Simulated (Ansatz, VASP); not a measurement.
**One calculation of Ga, two programs**

File INCAR:

```
SYSTEM = Ga
ALGO     = Fast           ! electronic algorithm
EDIFF    = 1E-6           ! SCF threshold, eV
ENCUT    = 520            ! plane-wave cutoff, eV
ISIF     = 2              ! what is computed and relaxed
ISMEAR   = -1             ! smearing method
LASPH    = .True.         ! aspherical terms in the spheres
LCHARG   = .False.        ! write CHGCAR
LREAL    = .False.        ! projectors in reciprocal space
LWAVE    = .False.        ! write WAVECAR
NBANDS   = 34             ! bands
NELM     = 100            ! most SCF steps
PREC     = Accurate       ! precision mode
SIGMA    = 0.05           ! smearing width, eV
```

File KPOINTS:

```
k-points
0
Gamma
  7 7 6
  0 0 0
```

POSCAR

```
Ga
1.0
    2.2309354424     -3.7787301403      0.0000000000
    2.2309354424      3.7787301403      0.0000000000
    0.0000000000      0.0000000000      4.4628573697
Ga
4
Direct
    0.3451000000      0.6549000000      0.4190000000
    0.1549000000      0.8451000000      0.9190000000
    0.6549000000      0.3451000000      0.5810000000
    0.8451000000      0.1549000000      0.0810000000
```

Contents of input.yaml:

```yaml
crystal:
  lattice:
    - [2.2309354424, -3.7787301403, 0.0]
    - [2.2309354424, 3.7787301403, 0.0]
    - [0.0, 0.0, 4.4628573697]
  atoms:
    - { symbol: Ga, position: [0.3451, 0.6549, 0.419] }
    - { symbol: Ga, position: [0.1549, 0.8451, 0.919] }
    - { symbol: Ga, position: [0.6549, 0.3451, 0.581] }
    - { symbol: Ga, position: [0.8451, 0.1549, 0.081] }
hamiltonian:
  xc: lda
  pseudopotentials: { kind: paw }
kpoints:
  mp_grid: { grid: [7, 7, 6] }
scf:
  occupations: { method: fermi_dirac, width: 0.05 }
output:
  forces: true
  stress: true
  eigenvalues: true
```

Alike in both runs: task single point; functional LDA; k mesh 7 × 7 × 6; occupations fermi-dirac, width 0.05 eV; no spin polarisation.

```csv
,VASP,Ansatz
version,VASP 6.6.1,Ansatz 0.2.0
potentials or method,"VASP PAW LDA potentials, release 64 (Ga_d)",Ansatz PAW
plane-wave cutoff (eV),520,420
valence electrons in the cell,52,52
```

Ansatz gave:

| Item | Value |
| --- | --- |
| gap on the k mesh at the Fermi level (eV) | none |
| pressure (GPa) | -1.6 |
| traceless stress, the component that is largest in VASP (GPa) | -0.97 |
| rms of the force components (eV/Å) | 0.084 |

Q: What did VASP give for the same quantities?

A: gap on the k mesh at the Fermi level (eV): none; pressure (GPa): -1.4; traceless stress, the component that is largest in VASP (GPa): -1.01; rms of the force components (eV/Å): 0.084.

LDA's correlation is that of Perdew and Zunger in VASP and of Perdew and Wang (1992) in Ansatz. Atom by atom the forces differ by 0.001 eV/Å (rms over components). A gap of «none» marks a metal or a gap that the smearing closes.
